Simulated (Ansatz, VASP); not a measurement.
One calculation of TlSnCl3, two programs

Contents of INCAR:

```
SYSTEM = TlSnCl3
PREC = Accurate
ENCUT = 520
EDIFF = 1E-7
ISMEAR = -1
SIGMA = 0.02
LREAL = .FALSE.
LASPH = .TRUE.
NELM = 60
ALGO = Normal
ISIF = 2
LWAVE = .FALSE.
LCHARG = .FALSE.
GGA = PE
NBANDS = 32
```

The input KPOINTS:

```
Automatic mesh
0
G
  6 6 6
  0 0 0
```

The input POSCAR:

```
TlSnCl3
1.0
    5.6277073542      0.0000000000      0.0000000000
    0.0000000000      5.5173601512      0.0000000000
    0.0000000000      0.0000000000      5.5173601512
Tl Sn Cl
1 1 3
Direct
    0.0000000000      0.0000000000      0.0000000000
    0.5000000000      0.5000000000      0.5000000000
    0.5000000000      0.5000000000      0.0000000000
    0.5000000000      0.0000000000      0.5000000000
    0.0000000000      0.5000000000      0.5000000000
```

Input for Ansatz:

```yaml
crystal:
  lattice:
    - [5.6277073542, 0.0, 0.0]
    - [0.0, 5.5173601512, 0.0]
    - [0.0, 0.0, 5.5173601512]
  atoms:
    - { symbol: Tl, position: [0.0, 0.0, 0.0] }
    - { symbol: Sn, position: [0.5, 0.5, 0.5] }
    - { symbol: Cl, position: [0.5, 0.5, 0.0] }
    - { symbol: Cl, position: [0.5, 0.0, 0.5] }
    - { symbol: Cl, position: [0.0, 0.5, 0.5] }
kpoints:
  mp_grid: { grid: [6, 6, 6] }
  band_path:
    path: [[0.0, 0.0, 0.0], [0.0, 0.5, 0.0], [0.5, 0.5, 0.0], [0.5, 0.5, 0.5]]
    npoints: 1
hamiltonian:
  xc: pbe
scf:
  occupations: { method: fermi_dirac, width: 0.02 }
  n_extra_bands: 5
output:
  forces: true
  stress: true
  eigenvalues: true
```

Change from the starting cell: uniaxial_x strain +2.0%.

Alike in both runs: task single point; functional PBE; k mesh 6 × 6 × 6; occupations fermi-dirac, width 0.02 eV; no spin polarisation.

|  | VASP | Ansatz |
| --- | --- | --- |
| version | VASP 6.6.1 | Ansatz 0.2.0 |
| potentials or method | VASP PAW PBE potentials, release 64 (Tl_d, Sn_d, Cl) | plane waves, PAW |
| plane-wave cutoff (eV) | 520 | 420 |
| valence electrons in the cell | 48 | 48 |

|  | VASP | Ansatz | Ansatz less VASP |
| --- | --- | --- | --- |
| gap on the k mesh at the Fermi level (eV) | 0.77 | 0.76 | -0.005 |
| pressure (GPa) | 0.3 | 0.3 | +0.05 |
| traceless stress, the component that is largest in VASP (GPa) | -0.57 | -0.57 | +0.002 |

Neither program's run includes spin-orbit coupling.
